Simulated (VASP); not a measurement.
## SnO2 (rutile type): relaxation of cell and atoms with r2SCAN

The system is SnO2 (rutile type).

```
Sn O
1.0
     4.58216    0.00000    0.00000
     0.00000    4.58216    0.00000
     0.00000    0.00000    3.02422
Sn O
2 4
Direct
  0.00000 0.00000 0.00000
  0.50000 0.50000 0.50000
  0.30500 0.30500 0.00000
  0.69500 0.69500 0.00000
  0.80500 0.19500 0.50000
  0.19500 0.80500 0.50000
```

- Program: VASP 6.6.1
- Task: relaxation of cell and atoms
- Functional: r2SCAN
- Potentials or basis: VASP PAW PBE potentials, release 64 (Sn_d, O)
- Cutoff: 600 eV
- k mesh: 7 × 7 × 10
- Occupations: fermi-dirac, width 0.05 eV
- Spin: no spin polarisation
- Dipole correction: no
- Further INCAR settings: ALGO = Normal; EDIFF = 1e-06; IBRION = 2; EDIFFG = -0.005; NSW = 60; ISIF = 3

```
Relaxed volume                        : 12.14 Å³/atom
Relaxed cell                          : a = 4.765 Å, b = 4.765 Å, c = 3.208 Å, α = 90.00°, β = 90.00°, γ = 90.00°
Space group after relaxing (to 0.1 Å) : P4_2/mnm (No. 136)
Energy gained by relaxing             : 184.7 meV/atom
Ionic steps                           : 13
Pressure after relaxing               : 0.0 GPa
Band gap on the k mesh                : 1.73 eV
```

Step by step:
| step | energy change (eV) | largest force (eV/Å) | pressure (GPa) | volume (Å³) |
| --- | --- | --- | --- | --- |
| 1 | 0.0000 | 0.6265 | 41.79 | 63.50 |
| 2 | 1.2964 | 0.7320 | -29.33 | 92.32 |
| 3 | -1.0866 | 0.4606 | -1.98 | 73.38 |
| 4 | -1.0921 | 0.4250 | -0.17 | 72.77 |
| 5 | -1.0923 | 0.4131 | 0.40 | 72.57 |
| 6 | -1.1077 | 0.0255 | -0.09 | 72.90 |
| 7 | -1.1078 | 0.0048 | -0.11 | 72.92 |
| 8 | -1.1080 | 0.0013 | 0.05 | 72.84 |
| 9 | -1.1080 | 0.0063 | 0.18 | 72.80 |
| 10 | -1.1080 | 0.0021 | 0.09 | 72.82 |
| 11 | -1.1080 | 0.0041 | 0.12 | 72.82 |
| 12 | -1.1080 | 0.0041 | -0.12 | 72.89 |
| 13 | -1.1080 | 0.0002 | -0.01 | 72.85 |

Final structure:
```
CELL_PARAMETERS angstrom
4.76547 0.00000 0.00000
0.00000 4.76547 0.00000
0.00000 0.00000 3.20802
ATOMIC_POSITIONS crystal
Sn 0.00000 0.00000 0.00000
Sn 0.50000 0.50000 0.50000
O 0.30586 0.30586 0.00000
O 0.69414 0.69414 0.00000
O 0.80586 0.19414 0.50000
O 0.19414 0.80586 0.50000
```

Levels at points of the mesh, in eV from the valence-band top:
| k point | band 22 | band 23 | band 24 | band 25 | band 26 | band 27 | band 28 | band 29 | band 30 | band 31 |
| --- | --- | --- | --- | --- | --- | --- | --- | --- | --- | --- |
| (0.00, 0.00, 0.00) | -1.22 | -1.22 | -0.77 | -0.77 | 0.00 | 1.73 | 6.76 | 7.02 | 7.02 | 11.08 |
| (0.00, 0.00, 0.50) | -2.59 | -1.66 | -1.66 | -1.26 | -1.26 | 6.81 | 6.81 | 10.50 | 10.50 | 11.50 |

Wall time 99 min on 1 thread of Oxide Virtual Turin-like Processor, with other jobs on the host, peak memory 0.26 GiB.

Caveat: the PAW data sets were made with another functional, which shifts forces and pressure a little; spin-orbit coupling is left out, which moves the levels of the heavy elements.
